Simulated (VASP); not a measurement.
# SnTe (I4/mmm) in VASP: further runs, part 3 of 3

VASP 6.6.1.

### 5 Electric field gradients, PBEsol (zz strain of +1 %)

The input, INCAR:

```
SYSTEM = SnTe
PREC = Accurate ; ENCUT = 520
EDIFF = 1E-8 ; ISMEAR = -1
SIGMA = 0.08 ; LREAL = .FALSE.
LASPH = .TRUE. ; NELM = 80
ALGO = Normal ; ISIF = 2
LWAVE = .FALSE. ; LCHARG = .FALSE.
GGA = PS ; LEFG = .TRUE.
NBANDS = 17
```

The input, KPOINTS:

```
regular mesh
0
G
  11 11 11
  0 0 0
```

The input, POSCAR:

```
SnTe
1.0
    0.0000000000      3.1565000000      3.1880650000
    3.1565000000      0.0000000000      3.1880650000
    3.1565000000      3.1565000000      0.0000000000
Sn Te
1 1
Direct
    0.0000000000      0.0000000000      0.0000000000
    0.5000000000      0.5000000000      0.5000000000
```

Potentials or basis: VASP PAW PBE potentials, release 64 (Sn_d, Te).

Launch:

```sh
> cat potpaw_PBE.64/Sn_d/POTCAR potpaw_PBE.64/Te/POTCAR > POTCAR
> mpirun -np 1 vasp_std > vasp.out
```

OUTCAR:

```text
SYSTEM = SnTe
   PREC = Accurate
   ENCUT = 520
   EDIFF = 1E-8
   ISMEAR = -1
   LREAL = .FALSE.
   LASPH = .TRUE.
   NELM = 80
   ISIF = 2
   GGA = PS

 ion  position               nearest neighbor table
   1  0.000  0.000  0.000-   2 3.16   2 3.16   2 3.16   2 3.16   2 3.19   2 3.19
   2  0.500  0.500  0.500-   1 3.16   1 3.16   1 3.16   1 3.16   1 3.19   1 3.19

  LATTYP: Found a body centered tetragonal cell.
 ALAT       =     4.4639651096
 C/A-ratio  =     1.4283556980

  Lattice vectors:

[... 694 lines left out ...]
  ---------------------------------------------------
  free  energy   TOTEN  =        -8.3344993475 eV

  energy  without entropy=       -8.3328125653  energy(sigma->0) =       -8.33365596

 Electric field gradients (V/A^2)
---------------------------------------------------------------------
 ion       V_xx      V_yy      V_zz      V_xy      V_xz      V_yz
---------------------------------------------------------------------
   1      -7.310    -7.310    14.620    -0.002    -0.002    -0.002
   2      -1.757    -1.757     3.514     0.000     0.000     0.000
---------------------------------------------------------------------

 Electric field gradients after diagonalization (V/A^2)
 (convention: |V_zz| > |V_xx| > |V_yy|)
----------------------------------------------------------------------
 ion       V_xx      V_yy      V_zz     asymmetry (V_yy - V_xx)/ V_zz
----------------------------------------------------------------------
   1      -7.312    -7.308    14.620       0.000
   2      -1.757    -1.757     3.514       0.000
----------------------------------------------------------------------

           NMR quadrupolar parameters

 Cq : quadrupolar parameter    Cq=e*Q*V_zz/h
 eta: asymmetry parameters     (V_yy - V_xx)/ V_zz
 Q  : nuclear electric quadrupole moment in mb (millibarn)
----------------------------------------------------------------------
 ion       Cq(MHz)       eta       Q (mb)
----------------------------------------------------------------------
   1       0.035       0.000       1.000
   2       0.008       0.000       1.000
----------------------------------------------------------------------
```

OSZICAR:

```text
N       E                     dE             d eps       ncg     rms          rms(c)
DAV:   1     0.124771149770E+03    0.12477E+03   -0.95432E+03  4352   0.133E+03
DAV:   2     0.317760637854E+01   -0.12159E+03   -0.11820E+03  4553   0.326E+02
DAV:   3    -0.806115366166E+01   -0.11239E+02   -0.11139E+02  5290   0.892E+01
DAV:   4    -0.838252585697E+01   -0.32137E+00   -0.32114E+00  5087   0.156E+01
DAV:   5    -0.839520826782E+01   -0.12682E-01   -0.12682E-01  6345   0.303E+00    0.451E+00
DAV:   6    -0.833695011976E+01    0.58258E-01   -0.12729E-01  5901   0.271E+00    0.283E+00
DAV:   7    -0.833495091943E+01    0.19992E-02   -0.47060E-02  5527   0.124E+00    0.759E-01
DAV:   8    -0.833446552093E+01    0.48540E-03   -0.68207E-03  5505   0.688E-01    0.149E-01
DAV:   9    -0.833451865516E+01   -0.53134E-04   -0.63848E-04  5921   0.220E-01    0.306E-02
DAV:  10    -0.833449981895E+01    0.18836E-04   -0.77018E-05  5730   0.767E-02    0.211E-02
DAV:  11    -0.833449984624E+01   -0.27285E-07   -0.34701E-05  5807   0.469E-02    0.287E-02
DAV:  12    -0.833449962549E+01    0.22074E-06   -0.27860E-06  5497   0.124E-02    0.145E-02
DAV:  13    -0.833449950708E+01    0.11841E-06   -0.12361E-07  5468   0.215E-03    0.100E-02
DAV:  14    -0.833449941129E+01    0.95794E-07   -0.20446E-07  5696   0.510E-03    0.349E-03
DAV:  15    -0.833449934383E+01    0.67459E-07   -0.36014E-08  4711   0.956E-04    0.673E-04
DAV:  16    -0.833449934745E+01   -0.36252E-08   -0.94888E-10  2470   0.250E-04
   1 F= -.83344993E+01 E0= -.83336560E+01  d E =-.168678E-02
```

Wall time 2.8 min (1 thread of Intel Xeon 8259CL, shared host); peak memory 0.3 GiB.

What came out:

| Item | Value |
| --- | --- |
| Free energy | -8.3345 eV |
| Pressure | -1.0 GPa |
| Band gap on the k mesh | 0.42 eV |
| Largest electric field gradient by atom | Sn +14.6; Te +3.5 V/Å² |

Levels at points of the mesh, in eV from the valence-band top:
```
           k point  band 8  band 9  band 10  band 11  band 12  band 13
(0.00, 0.00, 0.00)   -1.94   -1.94    -1.83     3.33     3.57     3.57
```

Electric field gradients, principal values (V/Å²):
```
atom   least  middle  greatest (by size)
1 Sn  -7.308  -7.312              14.620
2 Te  -1.757  -1.757               3.514
```

Caveat: the cell differs from its parent crystal (zz strain of +1 %); semilocal functionals underestimate gaps, and a narrow one can read as zero; without QUAD_EFG the Cq values of the log hold for a quadrupole moment of 1 mb, not for the nuclei; the PAW data sets were made with another functional, which shifts forces and pressure a little; spin-orbit coupling is left out, which moves the levels of the heavy elements.

### 6 Summary

```csv
cell,gap on the mesh (eV),pressure (GPa)
"a = 4.420, b = 4.420, c = 4.464 Å, angles 59.7, 59.7, 60.7°, 2 atoms",0.42,0.5
"a = 4.442, b = 4.442, c = 4.464 Å, angles 59.8, 59.8, 60.3°, 2 atoms",0.43,-0.1
"a = 4.486, b = 4.486, c = 4.464 Å, angles 60.2, 60.2, 59.7°, 2 atoms",0.42,-1.0
```

Alike in all rows: task electric field gradients; level PBEsol; potentials or basis VASP PAW PBE potentials, release 64 (Sn_d, Te); no spin polarisation; k mesh 11 × 11 × 11; cutoff (eV) 520; smearing fermi-dirac 0.08 eV.

Caveats: semilocal functionals underestimate gaps, and a narrow one can read as zero; the PAW data sets were made with another functional, which shifts forces and pressure a little; spin-orbit coupling is left out, which moves the levels of the heavy elements.

Total energies depend on the potentials used, so only differences within one code and one set of settings carry meaning.
